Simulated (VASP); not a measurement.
A run of VASP 6.6.1 is set up as follows.

The input POSCAR:

```
GaSb
1.0
    0.0000000000      3.0590000000      3.0590000000
    3.0590000000      0.0000000000      3.0590000000
    3.0590000000      3.0590000000      0.0000000000
Sb Ga
1 1
Direct
    0.7500000000      0.7500000000      0.7500000000
    0.0000000000      0.0000000000      0.0000000000
```

The input INCAR.step1:

```
SYSTEM = GaSb
ALGO     = Normal         ! electronic algorithm
EDIFF    = 1E-4           ! SCF threshold, eV
ENCUT    = 600            ! plane-wave cutoff, eV
GGA      = PE             ! functional
ISMEAR   = -1             ! smearing method
LASPH    = .True.         ! aspherical terms in the spheres
LCHARG   = .False.        ! write CHGCAR
LREAL    = .False.        ! projectors in reciprocal space
LWAVE    = .True.         ! write WAVECAR
NELM     = 60             ! most SCF steps
PREC     = Accurate       ! precision mode
SIGMA    = 0.05           ! smearing width, eV
```

INCAR.step2

```
SYSTEM = GaSb
ALGO     = Normal         ! electronic algorithm
EDIFF    = 1E-6           ! SCF threshold, eV
EDIFFG   = -0.01          ! ionic threshold
ENCUT    = 600            ! plane-wave cutoff, eV
IBRION   = 2              ! ionic algorithm
ISIF     = 3              ! what is computed and relaxed
ISMEAR   = -1             ! smearing method
ISTART   = 1            
LASPH    = .True.         ! aspherical terms in the spheres
LCHARG   = .False.        ! write CHGCAR
LMIXTAU  = .True.       
LREAL    = .False.        ! projectors in reciprocal space
LWAVE    = .False.        ! write WAVECAR
METAGGA  = R2SCAN         ! meta-GGA
NELM     = 60             ! most SCF steps
NSW      = 60             ! ionic steps
PREC     = Accurate       ! precision mode
SIGMA    = 0.05           ! smearing width, eV
```

The input KPOINTS:

```
k-points
0
Gamma
  8 8 8
  0 0 0
```

Potentials or basis: VASP PAW PBE potentials, release 64 (Sb, Ga_d).

The run is started by

```bash
$ cat potpaw_PBE.64/Sb/POTCAR potpaw_PBE.64/Ga_d/POTCAR > POTCAR
$ cp INCAR.step1 INCAR
$ mpirun -np 1 vasp_std > vasp.out
$ cp INCAR.step2 INCAR
$ mpirun -np 1 vasp_std > vasp.out
```

(1) What does it give for the band gap on the k mesh?

(2) Estimate the space group after relaxing (to 0.05 Å).

(3) Estimate the relaxed cell.

(4) Estimate the relaxed volume.

Results:

(1) 0.39 eV, direct.

(2) F-43m (No. 216).

(3) a = 4.337 Å, b = 4.337 Å, c = 4.337 Å, α = 60.00°, β = 60.00°, γ = 60.00°.

(4) 28.84 Å³/atom.

Caveat: the PAW data sets were made with another functional, which shifts forces and pressure a little; spin-orbit coupling is left out, which moves the levels of the heavy elements.
